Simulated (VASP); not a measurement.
Input of a VASP 6.6.1 run:

INCAR

```
SYSTEM = NaI
  ALGO = Normal
  EDIFF = 1E-8
  ENCUT = 520
  GGA = CA
  ISIF = 2
  ISMEAR = -1
  LASPH = .True.
  LCHARG = .False.
  LEFG = .True.
  LREAL = .False.
  LWAVE = .False.
  NBANDS = 14
  NELM = 60
  PREC = Accurate
  SIGMA = 0.02
```

KPOINTS

```
k-points
0
Gamma
  8 8 8
  0 0 0
```

POSCAR

```
NaI
1.0
    0.0000000000      3.1716720000      3.2364000000
    3.1716720000      0.0000000000      3.2364000000
    3.1716720000      3.1716720000      0.0000000000
Na I
1 1
Direct
    0.0000000000      0.0000000000      0.0000000000
    0.5000000000      0.5000000000      0.5000000000
```

Potentials or basis: VASP PAW LDA potentials, release 64 (Na_pv, I).

Launch:

```bash
$ cat potpaw_LDA.64/Na_pv/POTCAR potpaw_LDA.64/I/POTCAR > POTCAR
$ mpirun -np 1 vasp_std > vasp.out
```

Q: Estimate the band gap on the k mesh.

A: 3.44 eV.

Q: What does it give for the pressure?

A: -1.0 GPa.

Stress tensor (GPa, compression positive):
```
-0.88  0.00  0.00
 0.00 -0.88  0.00
 0.00  0.00 -1.37
```

Caveat: the cell differs from its parent crystal (equal xx and yy strain of -2 %); without QUAD_EFG the Cq values of the log hold for a quadrupole moment of 1 mb, not for the nuclei; spin-orbit coupling is left out, which moves the levels of the heavy elements.
